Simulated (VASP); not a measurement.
# BAs (P4_2/mnm) in VASP: single point with PBE

Aim: the single point of BAs with PBE.

Program: VASP 6.6.1. These are calculated values, not measurements. Logs are shortened: lines on timing, memory, paths and dates and some standing lists are left out, and cuts for length are marked.

### Step 1. The cell of the first run

The structure is tetragonal, space group P4_2/mnm (No. 136). Conventional cell: a = 5.888 Å, b = 5.888 Å, c = 3.390 Å, α = 90.00°, β = 90.00°, γ = 90.00°. Within 2.7 Å of B (site symmetry m2m) lie 4 As at 2.06 to 2.11 Å. As (site symmetry m2m) has 4 B at 2.06 to 2.11 Å within 2.7 Å.

### Step 2. Single point, PBE

INCAR

```
SYSTEM = BAs
PREC = Accurate
ENCUT = 520
EDIFF = 1E-6
ISMEAR = 0
SIGMA = 0.02
LREAL = .FALSE.
LASPH = .TRUE.
NELM = 100
ALGO = Normal
ISIF = 2
LWAVE = .FALSE.
LCHARG = .TRUE.
GGA = PE
LELF = .TRUE.
LVHAR = .TRUE.
NBANDS = 26
```

KPOINTS

```
Automatic mesh
0
G
  6 6 8
  0 0 0
```

POSCAR

```
BAs
1.0
    5.8883421561      0.0000000000      0.0000000000
    0.0000000000      5.8883421561      0.0000000000
    0.0000000000      0.0000000000      3.3895867269
B As
4 4
Direct
    0.6772683981      0.6772683981      0.0000000000
    0.1772683981      0.8227316019      0.5000000000
    0.8227316019      0.1772683981      0.5000000000
    0.3227316019      0.3227316019      0.0000000000
    0.8186062020      0.8186062020      0.5000000000
    0.1813937980      0.1813937980      0.5000000000
    0.6813937980      0.3186062020      0.0000000000
    0.3186062020      0.6813937980      0.0000000000
```

Potentials or basis: VASP PAW PBE potentials, release 64 (B, As).

Started as:

```
cat potpaw_PBE.64/B/POTCAR potpaw_PBE.64/As/POTCAR > POTCAR
mpirun -np 1 vasp_std > vasp.out
```

OUTCAR:

```text
SYSTEM = BAs
   PREC = Accurate
   ENCUT = 520
   EDIFF = 1E-6
   ISMEAR = 0
   LREAL = .FALSE.
   LASPH = .TRUE.
   NELM = 100
   ISIF = 2
   GGA = PE

 ion  position               nearest neighbor table
   1  0.677  0.677  0.000-   5 2.06   5 2.06   8 2.11   7 2.11
   2  0.177  0.823  0.500-   8 2.06   8 2.06   5 2.11   6 2.11
   3  0.823  0.177  0.500-   7 2.06   7 2.06   5 2.11   6 2.11
   4  0.323  0.323  0.000-   6 2.06   6 2.06   8 2.11   7 2.11
   5  0.819  0.819  0.500-   1 2.06   1 2.06   3 2.11   2 2.11
   6  0.181  0.181  0.500-   4 2.06   4 2.06   2 2.11   3 2.11
   7  0.681  0.319  0.000-   3 2.06   3 2.06   4 2.11   1 2.11
   8  0.319  0.681  0.000-   2 2.06   2 2.06   4 2.11   1 2.11

  LATTYP: Found a simple tetragonal cell.
 ALAT       =     5.8883421561
 C/A-ratio  =     0.5756436425

  Lattice vectors:

 A1 = (   5.8883421561,   0.0000000000,   0.0000000000)
 A2 = (   0.0000000000,   5.8883421561,   0.0000000000)
 A3 = (   0.0000000000,   0.0000000000,   3.3895867269)

Analysis of symmetry for initial positions (statically):
=====================================================================
 Subroutine PRICEL returns:
 Original cell was already a primitive cell.

 Routine SETGRP: Setting up the symmetry group for a
 simple tetragonal supercell.

 Subroutine GETGRP returns: Found 16 space group operations
 (whereof  8 operations were pure point group operations)
 out of a pool of 16 trial point group operations.

The static configuration has the point symmetry D_2h.
 The point group associated with its full space group is D_4h.

Analysis of symmetry for dynamics (positions and initial velocities):
=====================================================================
 Subroutine PRICEL returns:
 Original cell was already a primitive cell.

 Routine SETGRP: Setting up the symmetry group for a
 simple tetragonal supercell.

 Subroutine GETGRP returns: Found 16 space group operations
 (whereof  8 operations were pure point group operations)
 out of a pool of 16 trial point group operations.

The dynamic configuration has the point symmetry D_2h.
 The point group associated with its full space group is D_4h.

 Subroutine INISYM returns: Found 16 space group operations
 (whereof  8 operations are pure point group operations),
 and found     1 'primitive' translations

[... 111 lines left out ...]
   NFREE  =      0    steps in history (QN), initial steepest desc. (CG)
   ISIF   =      2    stress and relaxation
   ISYM   =      2    0-nonsym 1-usesym 2-fastsym
   POTIM  = 0.5000    time-step for ionic-motion
   TEBEG  =    0.0;   TEEND  =   0.0 temperature during run
   PSTRESS=    0.0 pullay stress
   NELECT =      32.0000    total number of electrons
   NUPDOWN=      -1.0000    fix difference up-down
   EMIN   =  10.00;   EMAX   =-10.00  energy-range for DOS
   EFERMI =   0.00;   METHOD = LEGACY
   ISMEAR =     0;   SIGMA  =   0.02  broadening in eV -4-tet -1-fermi 0-gaus
   EFERMI_NEDOS =   21; number of points for ismear=-14 and -15
   IALGO  =     38    algorithm
   IMIX   =      4    mixing-type and parameters
     AMIX     =   0.40;   BMIX     =  1.00
     AMIX_MAG =   1.60;   BMIX_MAG =  1.00
  volume/ion in A,a.u.               =      14.69        99.14
  Fermi-wavevector in a.u.,A,eV,Ry     =   1.061078  2.005146 15.318609  1.125886
  Thomas-Fermi vector in A             =   2.196481
   LORBIT       =      0    0 simple, 1 ext, 2 COOP (PROOUT), +10 PAW based schemes
   GGA     = PE    functional components
   LHFCALC =     F    Hartree Fock is set to
   AEXX    =    0.0000 exact exchange contribution
   IVDW    =     0    specifies the selected vdW correction
   LEPSILON=     F    determine dielectric tensor
   LRPA    =     F    only Hartree local field effects (RPA)
 non-spin polarized calculation
 Gauss-broadening in eV      SIGMA  =   0.02
  energy-cutoff  :      520.00
  volume of cell :      117.53
 maximum number of plane-waves:      3189
 NGX is ok and might be reduce to    48
   NGX = 21   NGY = 21   NGZ = 13

 number of electron      32.0000002 magnetization

 Free energy of the ion-electron system (eV)
  ---------------------------------------------------
  ext. energy  EPLUGINS =         0.00000000
  ---------------------------------------------------
  free energy    TOTEN  =       -44.70881070 eV

  energy without entropy =      -44.70881070  energy(sigma->0) =      -44.70881070

 E-fermi :   5.5987     XC(G=0): -10.1661

 val. band max:        5.5017356083   @ k =   0.0000   0.0000   0.0000
 cond. band min:       6.3430425435   @ k =   0.0000   0.0000   0.2500
 fundamental gap:      0.8413069351
 Fermi energy:         5.5986774985

 k-point     1 :       0.0000    0.0000    0.0000
  band No.  band energies     occupation
      1      -9.6865      2.00000
      2      -7.0414      2.00000
      3      -7.0414      2.00000
      4      -6.5547      2.00000
      5      -3.4322      2.00000
      6      -1.2113      2.00000
[... 685 lines left out ...]
     25      11.5664      0.00000
     26      11.5664      0.00000

 [... further k-points ...]

------------------------ aborting loop because EDIFF is reached ----------------------------------------

  FORCE on cell =-STRESS in cart. coord.  units (eV):
  Direction    XX          YY          ZZ          XY          YZ          ZX
  --------------------------------------------------------------------------------------
  -------------------------------------------------------------------------------------
  Total        0.4164161      0.4164161      0.4520200      0.0000000      0.0000000      0.0000000
  in kB        5.6768226      5.6768226      6.1621944      0.0000000      0.0000000      0.0000000
  external PRESSURE =       5.8386132 kB  Pullay stress =       0.0000000 kB

 VOLUME and BASIS-vectors are now :
 -----------------------------------------------------------------------------
  energy-cutoff  :      520.00
  volume of cell :      117.53
      direct lattice vectors                 reciprocal lattice vectors
     5.888342156  0.000000000  0.000000000     0.169827088  0.000000000  0.000000000
     0.000000000  5.888342156  0.000000000     0.000000000  0.169827088  0.000000000
     0.000000000  0.000000000  3.389586727     0.000000000  0.000000000  0.295021217

 POSITION                                       TOTAL-FORCE (eV/Angst)
 -----------------------------------------------------------------------------------
      3.98799      3.98799      0.00000         0.000996      0.000996     -0.000000
      1.04382      4.84453      1.69479         0.000996     -0.000996     -0.000000
      4.84453      1.04382      1.69479        -0.000996      0.000996     -0.000000
      1.90035      1.90035      0.00000        -0.000996     -0.000996      0.000000
      4.82023      4.82023      1.69479        -0.000974     -0.000974     -0.000000
      1.06811      1.06811      1.69479         0.000974      0.000974      0.000000
      4.01228      1.87606      0.00000         0.000974     -0.000974     -0.000000
      1.87606      4.01228      0.00000        -0.000974      0.000974      0.000000
 -----------------------------------------------------------------------------------
    total drift:                               -0.000000      0.000000      0.000000

  FREE ENERGIE OF THE ION-ELECTRON SYSTEM (eV)
  ---------------------------------------------------
  free  energy   TOTEN  =       -44.7088107004 eV

  energy  without entropy=      -44.7088107004  energy(sigma->0) =      -44.70881070
```

OSZICAR:

```text
N       E                     dE             d eps       ncg     rms          rms(c)
DAV:   1     0.101263468668E+03    0.10126E+03   -0.13193E+04  2600   0.106E+03
DAV:   2    -0.389936040629E+02   -0.14026E+03   -0.12927E+03  3370   0.180E+02
DAV:   3    -0.470826429937E+02   -0.80890E+01   -0.79738E+01  3440   0.419E+01
DAV:   4    -0.471835873569E+02   -0.10094E+00   -0.10067E+00  3294   0.483E+00
DAV:   5    -0.471853140707E+02   -0.17267E-02   -0.17235E-02  3400   0.576E-01    0.956E+00
DAV:   6    -0.449565623896E+02    0.22288E+01   -0.38873E+00  2968   0.844E+00    0.474E+00
DAV:   7    -0.447368952204E+02    0.21967E+00   -0.72308E-01  3336   0.356E+00    0.184E+00
DAV:   8    -0.447066491627E+02    0.30246E-01   -0.74206E-02  3040   0.133E+00    0.275E-01
DAV:   9    -0.447077824979E+02   -0.11333E-02   -0.49001E-03  3270   0.353E-01    0.111E-01
DAV:  10    -0.447087440391E+02   -0.96154E-03   -0.16062E-03  2872   0.177E-01    0.417E-02
DAV:  11    -0.447088093029E+02   -0.65264E-04   -0.15091E-04  3250   0.628E-02    0.201E-02
DAV:  12    -0.447088100519E+02   -0.74897E-06   -0.11976E-05  3242   0.162E-02    0.586E-03
DAV:  13    -0.447088107004E+02   -0.64846E-06   -0.17270E-06  2520   0.670E-03
   1 F= -.44708811E+02 E0= -.44708811E+02  d E =-.490497E-14
```

Wall time 2.7 min (1 thread of Intel Xeon 8259CL, shared host); peak memory 0.31 GiB.

What came out:

* Free energy: -44.7088 eV
* Pressure: 0.6 GPa
* Band gap on the k mesh: 0.84 eV (least direct gap 1.17 eV)
